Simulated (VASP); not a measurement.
Sb2Se3: relaxation of cell and atoms with PBE

Sb2Se3:

```
CELL_PARAMETERS angstrom
4.47351 0.00000 0.00000
0.00000 4.47351 0.00000
0.00000 0.00000 6.58894
ATOMIC_POSITIONS crystal
Sb 0.00000 0.00000 0.72113
Sb 0.50000 0.50000 0.28981
Se 0.50000 0.00000 0.99346
Se 0.00000 0.50000 0.99346
Se 0.00000 0.00000 0.27214
```

The cell was generated, and may not be a known phase.

```
Program                : VASP 6.6.1
Task                   : relaxation of cell and atoms
Functional             : PBE
Potentials or basis    : VASP PAW PBE potentials, release 64 (Sb, Se)
Cutoff                 : 500 eV
k mesh                 : 3 × 3 × 2
Occupations            : gaussian, width 0.15 eV
Spin                   : no spin polarisation
Dipole correction      : no
Further INCAR settings : ALGO = Normal; EDIFF = 1e-07; IBRION = 2; EDIFFG = -0.08; NSW = 36; ISIF = 3
```

```yaml
Relaxed_volume: 35.01 Å³/atom
Relaxed_cell: a = 5.237 Å, b = 5.237 Å, c = 6.382 Å, α = 90.00°, β = 90.00°, γ = 90.00°
Space_group_after_relaxing_to_0.1_Å: P4mm (No. 99)
Energy_gained_by_relaxing: 414.3 meV/atom
Ionic_steps: 28
Pressure_after_relaxing: -0.2 GPa
Largest_force_after_relaxing: 0.074 eV/Å
Band_gap_on_the_k_mesh: zero (bands 14 and 15 overlap by 0.69 eV)
```

Forces on the atoms (eV/Å):
```
Sb   0.000  0.000 -0.007
Sb   0.000  0.000 -0.058
Se   0.000  0.000 -0.005
Se   0.000  0.000 -0.005
Se   0.000  0.000  0.074
```

Step by step:
| step | energy change (eV) | largest force (eV/Å) | pressure (GPa) | volume (Å³) |
| --- | --- | --- | --- | --- |
| 1 | 0.0000 | 1.0636 | 4.83 | 131.86 |
| 2 | -0.4774 | 1.9544 | -1.29 | 147.51 |
| 3 | -0.5242 | 2.1471 | -3.20 | 154.90 |
| 4 | -0.8022 | 2.1103 | -3.68 | 158.35 |
| 5 | -1.0242 | 2.0357 | -3.90 | 163.17 |
| 6 | -1.0585 | 1.9844 | -3.87 | 164.95 |
| 7 | -1.3486 | 1.5832 | -1.55 | 156.06 |
| 8 | -1.4479 | 1.0424 | 1.57 | 147.55 |
| 9 | -1.5554 | 0.7904 | 1.55 | 148.46 |
| 10 | -1.7181 | 0.5709 | 1.93 | 151.07 |
| 11 | -1.7860 | 0.6865 | -0.48 | 159.50 |
| 12 | -1.7863 | 0.6938 | -0.63 | 160.08 |
| 13 | -1.8252 | 0.6090 | -0.50 | 160.55 |
| 14 | -1.9015 | 0.3489 | 0.03 | 161.95 |
| 15 | -1.8318 | 0.8779 | 1.61 | 164.66 |
| 16 | -1.9174 | 0.3883 | 0.38 | 162.60 |
| 17 | -1.9558 | 0.4584 | 0.08 | 166.63 |
| 18 | -1.9648 | 0.7142 | -0.02 | 169.51 |
| 19 | -1.9844 | 0.7419 | -0.15 | 171.67 |
| 20 | -2.0074 | 0.8179 | -0.40 | 176.41 |
| 21 | -2.0351 | 0.2261 | -0.33 | 175.65 |
| 22 | -2.0371 | 0.2453 | -0.27 | 175.38 |
| 23 | -2.0459 | 0.1514 | 0.12 | 173.82 |
| 24 | -2.0490 | 0.1448 | 0.54 | 172.27 |
| 25 | -2.0565 | 0.1364 | 0.41 | 172.81 |
| 26 | -2.0683 | 0.2202 | 0.05 | 174.41 |
| 27 | -2.0688 | 0.2452 | -0.04 | 174.80 |
| 28 | -2.0714 | 0.0745 | -0.18 | 175.06 |

Final structure:
```cif
data_structure
_symmetry_space_group_name_H-M 'P 1'
_symmetry_Int_Tables_number 1
_cell_length_a 5.2373
_cell_length_b 5.2373
_cell_length_c 6.3821
_cell_angle_alpha 90.000
_cell_angle_beta 90.000
_cell_angle_gamma 90.000
_cell_volume 175.06
loop_
_atom_site_label
_atom_site_type_symbol
_atom_site_fract_x
_atom_site_fract_y
_atom_site_fract_z
_atom_site_occupancy
Sb1 Sb 0.00000 0.00000 0.79651 1
Sb2 Sb 0.50000 0.50000 0.15023 1
Se1 Se 0.50000 0.00000 0.95684 1
Se2 Se 0.00000 0.50000 0.95684 1
Se3 Se 0.00000 0.00000 0.40958 1
```

Levels at points of the mesh, in eV from the Fermi level:
```csv
k point,band 11,band 12,band 13,band 14,band 15,band 16,band 17,band 18
"(0.00, 0.00, 0.00)",-1.90,-1.56,-0.86,-0.86,-0.69,1.40,1.40,3.80
"(0.00, 0.00, 0.50)",-1.96,-1.82,-1.20,-1.20,-0.60,2.06,2.06,2.86
```

It took 5.7 min on 1 thread of Intel(R) Xeon(R) Platinum 8559C (Emerald Rapids) (shared host), peak memory 0.24 GiB.

Caveat: the k points lie up to 0.49 Å⁻¹ apart in the final cell, too coarse for converged energies and pressures of a metal; the volume moved by over 15 % at a fixed basis, so the end points are rough; spin-orbit coupling is left out, which moves the levels of the heavy elements; the relaxation stopped at a loose force limit of 0.08 eV/Å, so its end isn't a converged minimum.
